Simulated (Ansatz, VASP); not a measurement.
# Cu: VASP beside Ansatz

File INCAR:

```
  ALGO = Fast
  EDIFF = 1E-7
  ENCUT = 520
  GGA = PS
  ISIF = 2
  ISMEAR = 0
  LASPH = True
  LCHARG = False
  LREAL = False
  LWAVE = False
  NBANDS = 18
  NELM = 60
  PREC = Accurate
  SIGMA = 0.15
```

KPOINTS

```
k-points
0
Gamma
  24 24 12
```

POSCAR

```
Cu
1.0
    2.5535826931      0.0000000000      0.0000000000
   -1.2767913465      2.2114674828      0.0000000000
    0.0000000000      0.0000000000      4.1702340241
Cu
2
Direct
    0.3333333333      0.6666666667      0.2500000000
    0.6666666667      0.3333333333      0.7500000000
```

Input for Ansatz:

```yaml
crystal:
  lattice:
    - [2.5535826931, 0.0, 0.0]
    - [-1.2767913465, 2.2114674828, 0.0]
    - [0.0, 0.0, 4.1702340241]
  atoms:
    - { symbol: Cu, position: [0.3333333333, 0.6666666667, 0.25] }
    - { symbol: Cu, position: [0.6666666667, 0.3333333333, 0.75] }
basis:
  ecutwfc: 520.0
kpoints:
  mp_grid: { grid: [24, 24, 12] }
hamiltonian:
  xc: pbesol
  pseudopotentials: { kind: paw }
scf:
  occupations: { method: gaussian, width: 0.15 }
output:
  forces: true
  stress: true
  eigenvalues: true
  write_density: true
  write_potential: true
  elf: true
  volumetric_format: npy
```

Alike in both runs: task single point; functional PBEsol; k mesh 24 × 24 × 12; occupations gaussian, width 0.15 eV; no spin polarisation.

```csv
,VASP,Ansatz
version,VASP 6.6.1,Ansatz 0.2.0
potentials or method,"VASP PAW PBE potentials, release 64 (Cu), cutoff 520 eV","scalar-relativistic, plane waves, PAW"
valence electrons in the cell,22,38
```

Ansatz gave:

| Property | Result |
| --- | --- |
| gap on the k mesh at the Fermi level (eV) | none |
| pressure (GPa) | -6.0 |
| traceless stress, the component that is largest in VASP (GPa) | 0.47 |

Q: Which values does VASP return?

A: gap on the k mesh at the Fermi level (eV): none; pressure (GPa): -5.2; traceless stress, the component that is largest in VASP (GPa): 0.47.

VASP's potentials were made for PBE, not for PBEsol. A gap of «none» marks a metal or a gap that the smearing closes. With one functional, cell and mesh, what is left measures potentials, basis and numerics. VASP's potentials hold 22 valence electrons a cell and Ansatz's 38, so a difference there can come from the potentials and not from the codes.
